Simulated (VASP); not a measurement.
Input of a VASP 6.6.1 run:

File INCAR:

```
PREC = Accurate
ENCUT = 520
EDIFF = 1E-7
ISMEAR = 0
SIGMA = 0.02
LREAL = F
LASPH = T
NELM = 120
ALGO = Normal
ISIF = 2
LWAVE = F
LCHARG = F
IBRION = 2
NSW = 60
EDIFFG = -0.002
GGA_COMPAT = F
NELMIN = 4
```

The input KPOINTS:

```
Automatic mesh
0
Gamma
  10 10 10
```

Contents of POSCAR:

```
AlN
1.0
    0.0000000000      2.0182764774      2.0182764774
    2.0182764774      0.0000000000      2.0182764774
    2.0182764774      2.0182764774      0.0000000000
Al N
1 1
Direct
    0.5000000000      0.5000000000      0.5000000000
    0.0000000000      0.0000000000      0.0000000000
```

Potentials or basis: VASP PAW LDA potentials, release 64 (Al, N).

Run with:

```sh
$ cat potpaw_LDA.64/Al/POTCAR potpaw_LDA.64/N/POTCAR > POTCAR
$ mpirun -np 1 vasp_std > vasp.out
```

(1) What does it give for the band gap on the k mesh?

Results:

(1) 4.51 eV, indirect (least direct gap 5.84 eV).

Caveat: the cell differs from its parent crystal (strained cell); the relaxation stopped at its first step, so nothing moved.
